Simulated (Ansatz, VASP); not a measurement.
# Two plane-wave programs on SnTe

File POSCAR:

```
SnTe
1.0
    0.0000000000      3.1893301349      3.1893301349
    3.1893301349      0.0000000000      3.1893301349
    3.1893301349      3.1893301349      0.0000000000
Sn Te
1 1
Direct
    0.0000000000      0.0000000000      0.0000000000
    0.5000000000      0.5000000000      0.5000000000
```

The input INCAR.step1:

```
PREC = Accurate ; ENCUT = 520
EDIFF = 1E-5 ; ISMEAR = -1
SIGMA = 0.02 ; LREAL = False
LASPH = True ; NELM = 100
ALGO = Normal ; ISIF = 2
LWAVE = True ; LCHARG = False
NBANDS = 17 ; GGA = PE
```

Contents of INCAR.step2:

```
PREC = Accurate ; ENCUT = 520
EDIFF = 1E-7 ; ISMEAR = -1
SIGMA = 0.02 ; LREAL = False
LASPH = True ; NELM = 100
ALGO = Normal ; ISIF = 2
LWAVE = False ; LCHARG = False
GGA = PE ; LHFCALC = True
HFSCREEN = 0.2079 ; PRECFOCK = Normal
NBANDS = 17 ; ISTART = 1
```

File KPOINTS:

```
regular mesh
0
Gamma
  6 6 6
```

Input for Ansatz:

```yaml
crystal:
  lattice:
    - [0.0, 3.1893301349, 3.1893301349]
    - [3.1893301349, 0.0, 3.1893301349]
    - [3.1893301349, 3.1893301349, 0.0]
  atoms:
    - { symbol: Sn, position: [0.0, 0.0, 0.0] }
    - { symbol: Te, position: [0.5, 0.5, 0.5] }
kpoints:
  mp_grid: { grid: [6, 6, 6] }
  band_path:
    path:
      - [0.0, 0.0, 0.0]
      - [0.5, 0.0, 0.5]
      - [0.625, 0.25, 0.625]
      - [0.375, 0.375, 0.75]
      - [0.5, 0.5, 0.5]
      - [0.5, 0.25, 0.75]
      - [0.0, 0.0, 0.5]
    npoints: 1
hamiltonian:
  xc: hse06
scf:
  occupations: { method: fermi_dirac, width: 0.02 }
  n_extra_bands: 4
output:
  forces: true
  stress: true
  eigenvalues: true
  write_density: true
  write_potential: true
  elf: true
  volumetric_format: npy
```

Alike in both runs: task single point; functional HSE06; k mesh 6 × 6 × 6; occupations fermi-dirac, width 0.02 eV; no spin polarisation.

|  | VASP | Ansatz |
| --- | --- | --- |
| version | VASP 6.6.1 | Ansatz 0.2.0 |
| potentials or method | VASP PAW PBE potentials, release 64 (Sn_d, Te) | plane waves, PAW |
| plane-wave cutoff (eV) | 520 | 420 |
| valence electrons in the cell | 20 | 30 |

Ansatz gave:

| Item | Value |
| --- | --- |
| pressure (GPa) | -0.3 |

Question: Estimate VASP's values.

Answer: Pressure (GPa): -0.5.

VASP's potentials hold 20 valence electrons a cell and Ansatz's 30, so a difference there can come from the potentials and not from the codes. Ansatz's warnings: stress exchange threshold loose, stress scf threshold loose.

Neither program's run includes spin-orbit coupling.
